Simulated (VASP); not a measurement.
# CdO (Fm-3m) in VASP: further runs

Runs on CdO. Level: LDA. Tasks: elastic constants.

All numbers are computed with VASP 6.6.1; they aren't measurements. Logs are shortened: lines on timing, memory, paths and dates and some standing lists are left out, and cuts for length are marked.

## (1) The cell of the first run

It takes space group Fm-3m (No. 225, cubic). Conventional cell: a = 4.634 Å, b = 4.634 Å, c = 4.634 Å, α = 90.00°, β = 90.00°, γ = 90.00°. Cd (site symmetry m-3m) has 6 O at 2.32 Å within 3.1 Å. Within 3.1 Å of O (site symmetry m-3m) lie 6 Cd at 2.32 Å.

## (2) Elastic constants, LDA

INCAR reads:

```
SYSTEM = CdO
PREC     = Accurate       ! precision mode
ENCUT    = 600            ! plane-wave cutoff, eV
EDIFF    = 1E-8           ! SCF threshold, eV
ISMEAR   = -1             ! smearing method
SIGMA    = 0.05           ! smearing width, eV
LREAL    = .False.        ! projectors in reciprocal space
LASPH    = .True.         ! aspherical terms in the spheres
NELM     = 120            ! most SCF steps
ALGO     = Normal         ! electronic algorithm
ISIF     = 3              ! what is computed and relaxed
LWAVE    = .False.        ! write WAVECAR
LCHARG   = .False.        ! write CHGCAR
GGA      = CA             ! functional
NBANDS   = 16             ! bands
IBRION   = 6              ! ionic algorithm
NFREE    = 2            
POTIM    = 0.015          ! step
NSW      = 1              ! ionic steps
GGA_COMPAT= .False.
```

KPOINTS reads:

```
Automatic mesh
0
Gamma
  18 18 18
  0 0 0
```

POSCAR reads:

```
CdO
1.0
    0.0000000000      2.3171778853      2.3171778853
    2.3171778853      0.0000000000      2.3171778853
    2.3171778853      2.3171778853      0.0000000000
Cd O
1 1
Direct
    0.0000000000      0.0000000000      0.0000000000
    0.5000000000      0.5000000000      0.5000000000
```

Potentials or basis: VASP PAW LDA potentials, release 64 (Cd, O).

On the command line:

```
cat potpaw_LDA.64/Cd/POTCAR potpaw_LDA.64/O/POTCAR > POTCAR
mpirun -np 1 vasp_std > vasp.out
```

OUTCAR:

```text
SYSTEM = CdO
   PREC = Accurate
   ENCUT = 600
   EDIFF = 1E-8
   ISMEAR = -1
   LREAL = .False.
   LASPH = .True.
   NELM = 120
   ISIF = 3
   GGA = CA
   IBRION = 6
   NFREE = 2
   POTIM = 0.015
   NSW = 1

 ion  position               nearest neighbor table
   1  0.000  0.000  0.000-   2 2.32   2 2.32   2 2.32   2 2.32   2 2.32   2 2.32
   2  0.500  0.500  0.500-   1 2.32   1 2.32   1 2.32   1 2.32   1 2.32   1 2.32

  LATTYP: Found a face centered cubic cell.
 ALAT       =     4.6343557706

  Lattice vectors:

 A1 = (   0.0000000000,   2.3171778853,   2.3171778853)
 A2 = (   2.3171778853,   0.0000000000,   2.3171778853)
 A3 = (   2.3171778853,   2.3171778853,   0.0000000000)

Analysis of symmetry for initial positions (statically):
=====================================================================
 Subroutine PRICEL returns:
 Original cell was already a primitive cell.

 Routine SETGRP: Setting up the symmetry group for a
 face centered cubic supercell.

 Subroutine GETGRP returns: Found 48 space group operations
 (whereof 48 operations were pure point group operations)
 out of a pool of 48 trial point group operations.

The static configuration has the point symmetry O_h .

Analysis of symmetry for dynamics (positions and initial velocities):
=====================================================================
 Subroutine PRICEL returns:
 Original cell was already a primitive cell.

 Routine SETGRP: Setting up the symmetry group for a
 face centered cubic supercell.

 Subroutine GETGRP returns: Found 48 space group operations
 (whereof 48 operations were pure point group operations)
 out of a pool of 48 trial point group operations.

The dynamic configuration has the point symmetry O_h .

 Subroutine INISYM returns: Found 48 space group operations
 (whereof 48 operations are pure point group operations),
 and found     1 'primitive' translations

[... 785 lines left out ...]
      5      -4.3040      2.00000
      6      -4.1622      2.00000
[... 8 lines left out ...]
     15      20.9644      0.00000
     16      22.7253      0.00000

 [... further k-points ...]

------------------------ aborting loop because EDIFF is reached ----------------------------------------

  FORCE on cell =-STRESS in cart. coord.  units (eV):
  Direction    XX          YY          ZZ          XY          YZ          ZX
  --------------------------------------------------------------------------------------
  -------------------------------------------------------------------------------------
  Total        0.3122884      0.3032082      0.3032082      0.0000000      0.0000000      0.0000000
  in kB       20.1075136     19.5228572     19.5228572      0.0000000      0.0000000      0.0000000
  external PRESSURE =      19.7177427 kB  Pullay stress =       0.0000000 kB
[... 17 lines left out ...]
  FREE ENERGIE OF THE ION-ELECTRON SYSTEM (eV)
  ---------------------------------------------------
  free  energy   TOTEN  =        -9.3395777585 eV

  energy  without entropy=       -9.3386285425  energy(sigma->0) =       -9.33910315

 INTERNAL STRAIN TENSORS FROM STRAINED CELLS
 ============================================

 INTERNAL STRAIN TENSOR FOR ION    1 for displacements in x,y,z  (eV/Angst):
          X           Y           Z          XY          YZ          ZX
  --------------------------------------------------------------------------------
  x     0.00000     0.00000     0.00000     0.00000    -0.00000    -0.00000
  y    -0.00000     0.00000    -0.00000     0.00000    -0.00000    -0.00000
  z    -0.00000    -0.00000     0.00000     0.00000     0.00000     0.00000

 INTERNAL STRAIN TENSORS FROM DISPLACED ATOMS
 ============================================

 INTERNAL STRAIN TENSOR FOR ION    1 for displacements in x,y,z  (eV/Angst):
          X           Y           Z          XY          YZ          ZX
  --------------------------------------------------------------------------------
  x     0.00000     0.00000     0.00000     0.00000     0.00000     0.00000
  y     0.00000     0.00000     0.00000     0.00000     0.00000     0.00000
  z     0.00000     0.00000     0.00000     0.00000     0.00000     0.00000

 INTERNAL STRAIN TENSOR FOR ION    2 for displacements in x,y,z  (eV/Angst):
          X           Y           Z          XY          YZ          ZX
  --------------------------------------------------------------------------------
  x     0.00000     0.00000     0.00000     0.00000     0.00000     0.00000
  y     0.00000     0.00000     0.00000     0.00000     0.00000     0.00000
  z     0.00000     0.00000     0.00000     0.00000     0.00000     0.00000

 Eigenvectors and eigenvalues of the dynamical matrix
 ----------------------------------------------------

   1 f  =    8.581010 THz    53.916077 2PiTHz  286.231690 cm-1    35.488191 meV
             X         Y         Z           dx          dy          dz
      0.000000  0.000000  0.000000     0.353064    0.000000    0.000000
      2.317178  2.317178  2.317178    -0.935599    0.000000    0.000000
[... 21 lines left out ...]
   6 f/i=    0.000709 THz     0.004453 2PiTHz    0.023639 cm-1     0.002931 meV
             X         Y         Z           dx          dy          dz
      0.000000  0.000000  0.000000    -0.186226    0.132982   -0.907183
      2.317178  2.317178  2.317178    -0.070276    0.050183   -0.342341

--------------------------------------------------------------------------------------------------------

 ELASTIC MODULI CONTR FROM IONIC RELAXATION (kBar)
 Direction    XX          YY          ZZ          XY          YZ          ZX
 --------------------------------------------------------------------------------
 XX           0.0000      0.0000      0.0000      0.0000      0.0000      0.0000
 YY           0.0000      0.0000      0.0000      0.0000      0.0000      0.0000
 ZZ           0.0000      0.0000      0.0000      0.0000      0.0000      0.0000
 XY           0.0000      0.0000      0.0000      0.0000      0.0000      0.0000
 YZ           0.0000      0.0000      0.0000      0.0000      0.0000      0.0000
 ZX           0.0000      0.0000      0.0000      0.0000      0.0000      0.0000
 --------------------------------------------------------------------------------

 TOTAL ELASTIC MODULI (kBar)
 Direction    XX          YY          ZZ          XY          YZ          ZX
 --------------------------------------------------------------------------------
 XX        2582.8321   1256.0397   1256.0397     -0.0000      0.0000      0.0000
 YY        1256.0397   2582.8321   1256.0397      0.0000      0.0000     -0.0000
 ZZ        1256.0397   1256.0397   2582.8321      0.0000      0.0000     -0.0000
 XY          -0.0000      0.0000      0.0000    468.2703      0.0000      0.0000
 YZ           0.0000      0.0000      0.0000      0.0000    468.2703      0.0000
 ZX           0.0000     -0.0000     -0.0000      0.0000      0.0000    468.2703
 --------------------------------------------------------------------------------
```

OSZICAR:

```text
N       E                     dE             d eps       ncg     rms          rms(c)
DAV:   1     0.122779063794E+03    0.12278E+03   -0.11392E+04  6584   0.131E+03
DAV:   2    -0.745507984067E+01   -0.13023E+03   -0.11897E+03  6976   0.307E+02
DAV:   3    -0.110124587204E+02   -0.35574E+01   -0.35506E+01  7736   0.553E+01
[... 191 lines left out ...]
DAV:   4    -0.933957858897E+01    0.24706E-04   -0.11400E-04 20104   0.891E-02    0.166E-02
DAV:   5    -0.933957852515E+01    0.63822E-07   -0.90038E-06 16528   0.246E-02    0.988E-03
DAV:   6    -0.933957777301E+01    0.75214E-06   -0.10024E-06 19464   0.909E-03    0.121E-03
DAV:   7    -0.933957776117E+01    0.11834E-07   -0.17640E-07 16648   0.374E-03    0.654E-04
DAV:   8    -0.933957775852E+01    0.26539E-08   -0.65774E-09 10600   0.687E-04
  17 F= -.93395778E+01 E0= -.93391032E+01  d E =-.949216E-03
```

Run time: 36 min. Hardware: 1 thread of Intel Xeon 6975P-C (Granite Rapids), shared host; peak memory 1.2 GiB.

What came out:

```
Elastic constants C11, C12, C44                         : 258, 126, 47 GPa
Voigt bulk modulus                                      : 170 GPa
Highest phonon frequency at Γ, LO-TO splitting left out : 286 cm⁻¹
```

Phonon frequencies in cm⁻¹ (negative: imaginary):
| q point | frequencies |
| --- | --- |
| (0.000, 0.000, 0.000) | 0 0 0 286 286 286 |

Elastic tensor in Voigt notation (GPa, in the Cartesian axes of the cell as first typed):
```
258 126 126   0   0   0
126 258 126   0   0   0
126 126 258   0   0   0
  0   0   0  47   0   0
  0   0   0   0  47   0
  0   0   0   0   0  47
```

Clamped-ion elastic tensor (GPa):
```
258 126 126   0   0   0
126 258 126   0   0   0
126 126 258   0   0   0
  0   0   0  47   0   0
  0   0   0   0  47   0
  0   0   0   0   0  47
```

Caveat: the cell is under stress, which shifts elastic constants.

## (3) Elastic constants, LDA

INCAR reads:

```
ALGO = Normal ; EDIFF = 1E-8
ENCUT = 600 ; GGA = CA
GGA_COMPAT = False ; IBRION = 6
ISIF = 3 ; ISMEAR = -1
LASPH = True ; LCHARG = True
LREAL = False ; LWAVE = False
NELM = 120 ; NFREE = 2
NSW = 1 ; POTIM = 0.015
PREC = Accurate ; SIGMA = 0.05
```

KPOINTS reads:

```
k-points
0
Gamma
  18 18 18
```

POSCAR is that of step 2.

Potentials or basis: VASP PAW LDA potentials, release 64 (Cd, O).

On the command line:

```
cat potpaw_LDA.64/Cd/POTCAR potpaw_LDA.64/O/POTCAR > POTCAR
mpirun -np 1 vasp_std > vasp.out
```

OUTCAR:

```text
EDIFF = 1E-8
   ENCUT = 600
   GGA = CA
   IBRION = 6
   ISIF = 3
   ISMEAR = -1
   LASPH = True
   LREAL = False
   NELM = 120
   NFREE = 2
   NSW = 1
   POTIM = 0.015
   PREC = Accurate

 ion  position               nearest neighbor table
   1  0.000  0.000  0.000-   2 2.32   2 2.32   2 2.32   2 2.32   2 2.32   2 2.32
   2  0.500  0.500  0.500-   1 2.32   1 2.32   1 2.32   1 2.32   1 2.32   1 2.32

  LATTYP: Found a face centered cubic cell.
 ALAT       =     4.6343557706

  Lattice vectors:

 A1 = (   0.0000000000,   2.3171778853,   2.3171778853)
 A2 = (   2.3171778853,   0.0000000000,   2.3171778853)
 A3 = (   2.3171778853,   2.3171778853,   0.0000000000)

[... 807 lines left out ...]
  --------------------------------------------------------------------------------
  x     0.00000     0.00000     0.00000     0.00000     0.00000     0.00000
  y     0.00000     0.00000     0.00000     0.00000     0.00000     0.00000
  z     0.00000     0.00000     0.00000     0.00000     0.00000     0.00000

 INTERNAL STRAIN TENSOR FOR ION    2 for displacements in x,y,z  (eV/Angst):
          X           Y           Z          XY          YZ          ZX
  --------------------------------------------------------------------------------
  x     0.00000     0.00000     0.00000     0.00000     0.00000     0.00000
  y     0.00000     0.00000     0.00000     0.00000     0.00000     0.00000
  z     0.00000     0.00000     0.00000     0.00000     0.00000     0.00000

 Eigenvectors and eigenvalues of the dynamical matrix
 ----------------------------------------------------

   1 f  =    8.581228 THz    53.917446 2PiTHz  286.238955 cm-1    35.489091 meV
             X         Y         Z           dx          dy          dz
      0.000000  0.000000  0.000000     0.000000    0.353066    0.000000
      2.317178  2.317178  2.317178     0.000000   -0.935598    0.000000
[... 21 lines left out ...]
   6 f/i=    0.000723 THz     0.004542 2PiTHz    0.024113 cm-1     0.002990 meV
             X         Y         Z           dx          dy          dz
      0.000000  0.000000  0.000000     0.000000    0.000000    0.935598
      2.317178  2.317178  2.317178     0.000000    0.000000    0.353066

--------------------------------------------------------------------------------------------------------

 ELASTIC MODULI CONTR FROM IONIC RELAXATION (kBar)
 Direction    XX          YY          ZZ          XY          YZ          ZX
 --------------------------------------------------------------------------------
 XX           0.0000      0.0000      0.0000      0.0000      0.0000      0.0000
 YY           0.0000      0.0000      0.0000      0.0000      0.0000      0.0000
 ZZ           0.0000      0.0000      0.0000      0.0000      0.0000      0.0000
 XY           0.0000      0.0000      0.0000      0.0000      0.0000      0.0000
 YZ           0.0000      0.0000      0.0000      0.0000      0.0000      0.0000
 ZX           0.0000      0.0000      0.0000      0.0000      0.0000      0.0000
 --------------------------------------------------------------------------------

 TOTAL ELASTIC MODULI (kBar)
 Direction    XX          YY          ZZ          XY          YZ          ZX
 --------------------------------------------------------------------------------
 XX        2582.7852   1255.8459   1255.8459     -0.0000      0.0000      0.0000
 YY        1255.8459   2582.7852   1255.8459      0.0000     -0.0000     -0.0000
 ZZ        1255.8459   1255.8459   2582.7852      0.0000     -0.0000     -0.0000
 XY          -0.0000      0.0000      0.0000    468.3278      0.0000      0.0000
 YZ           0.0000     -0.0000     -0.0000      0.0000    468.3278      0.0000
 ZX           0.0000     -0.0000     -0.0000      0.0000      0.0000    468.3278
 --------------------------------------------------------------------------------
```

OSZICAR:

```text
N       E                     dE             d eps       ncg     rms          rms(c)
DAV:   1     0.128708115320E+03    0.12871E+03   -0.11681E+04  5342   0.161E+03
DAV:   2    -0.636366474071E+01   -0.13507E+03   -0.12530E+03  5655   0.356E+02
DAV:   3    -0.110059815163E+02   -0.46423E+01   -0.46282E+01  5540   0.731E+01
DAV:   4    -0.110213492898E+02   -0.15368E-01   -0.15367E-01  5530   0.426E+00
[... 188 lines left out ...]
DAV:   4    -0.933957756420E+01    0.42362E-04   -0.15703E-04 12806   0.127E-01    0.174E-02
DAV:   5    -0.933957864902E+01   -0.10848E-05   -0.18674E-05 12820   0.388E-02    0.105E-02
DAV:   6    -0.933957781500E+01    0.83402E-06   -0.10140E-06 13305   0.112E-02    0.188E-03
DAV:   7    -0.933957776112E+01    0.53879E-07   -0.30851E-07 12660   0.633E-03    0.712E-04
DAV:   8    -0.933957775901E+01    0.21134E-08   -0.19806E-08 11460   0.139E-03
  17 F= -.93395778E+01 E0= -.93391032E+01  d E =-.949213E-03
```

Wall time 69 min (1 thread of AMD EPYC 9755, shared host); peak memory 1 GiB.

What came out:

- Elastic constants C11, C12, C44: 258, 126, 47 GPa
- Voigt bulk modulus: 170 GPa
- Highest phonon frequency at Γ, LO-TO splitting left out: 286 cm⁻¹

Phonon frequencies in cm⁻¹ (negative: imaginary):
```csv
q point,frequencies
"(0.000, 0.000, 0.000)",0 0 0 286 286 286
```

Elastic tensor in Voigt notation (GPa, in the Cartesian axes of the cell as first typed):
```
258 126 126   0   0   0
126 258 126   0   0   0
126 126 258   0   0   0
  0   0   0  47   0   0
  0   0   0   0  47   0
  0   0   0   0   0  47
```

Clamped-ion elastic tensor (GPa):
```
258 126 126   0   0   0
126 258 126   0   0   0
126 126 258   0   0   0
  0   0   0  47   0   0
  0   0   0   0  47   0
  0   0   0   0   0  47
```

Caveat: the cell is under stress, which shifts elastic constants.
